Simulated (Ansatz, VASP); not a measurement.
## CdS: VASP beside Ansatz

The input INCAR:

```
SYSTEM = CdS
ALGO = Normal
EDIFF = 1E-7
ENCUT = 520
GGA = PS
GGA_COMPAT = .False.
ISIF = 2
ISMEAR = 0
LASPH = .True.
LCHARG = .True.
LORBIT = 11
LORBMOM = .True.
LREAL = .False.
LSORBIT = .True.
LVHAR = .True.
LWAVE = .False.
MAGMOM = 0 0 0 0 0 0 0 0 0 0 0 0
NBANDS = 50
NELM = 150
PREC = Accurate
SIGMA = 0.01
```

File KPOINTS:

```
k-points
0
Gamma
  6 6 4
  0 0 0
```

POSCAR

```
CdS
1.0
    4.1733437621      0.0000000000      0.0000000000
   -2.0866718810      3.6142217167      0.0000000000
    0.0000000000      0.0000000000      6.7877910479
Cd S
2 2
Direct
    0.3333333333      0.6666666667     -0.0008226320
    0.6666666667      0.3333333333      0.4991773680
    0.3333333333      0.6666666667      0.3758226320
    0.6666666667      0.3333333333      0.8758226320
```

Input for Ansatz:

```yaml
crystal:
  lattice:
    - [4.17334376207, 0.0, 0.0]
    - [-2.08667188103, 3.61422171668, 0.0]
    - [0.0, 0.0, 6.78779104793]
  atoms:
    - { symbol: Cd, position: [0.333333333333, 0.666666666667, -0.000822631952] }
    - { symbol: Cd, position: [0.666666666667, 0.333333333333, 0.499177368048] }
    - { symbol: S, position: [0.333333333333, 0.666666666667, 0.375822631952] }
    - { symbol: S, position: [0.666666666667, 0.333333333333, 0.875822631952] }
kpoints:
  mp_grid: { grid: [6, 6, 4] }
scf:
  occupations: { method: fixed }
  convergence: { dr2_threshold: 1.0e-10 }
hamiltonian:
  xc: pbesol
  pseudopotentials: { kind: all_electron, lapw: { basis_error: 0.0005 } }
magnetization:
  noncollinear: true
  spin_orbit: true
output:
  forces: true
  stress: true
  eigenstates:
    kpoints:
      - [0.0, 0.0, 0.0]
      - [0.0, 0.0, -0.5]
      - [-0.5, 0.0, 0.0]
      - [-0.5, 0.5, 0.0]
      - [0.0, -0.5, 0.0]
      - [-0.5, 0.0, -0.5]
      - [-0.5, 0.5, -0.5]
      - [0.0, -0.5, -0.5]
  eigenvalues: true
```

Alike in both runs: task single point; functional PBEsol; k mesh 6 × 6 × 4; non-collinear spin, spin-orbit coupling.

|  | VASP | Ansatz |
| --- | --- | --- |
| version | VASP 6.6.1 | Ansatz 0.2.0 |
| potentials or method | VASP PAW PBE potentials, release 64 (Cd, S), cutoff 520 eV | all-electron LAPW |
| occupations | gaussian, width 0.01 eV | fixed |

Ansatz gave:

| Item | Value |
| --- | --- |
| pressure (GPa) | -2.0 |
| net moment per atom (μB) | 0.00 |

Q: What did VASP give for the same quantities?

A: Pressure (GPa): -1.7; net moment per atom (μB): 0.00.

VASP's potentials were made for PBE, not for PBEsol. Ansatz ran all-electron here, and VASP with PAW potentials.
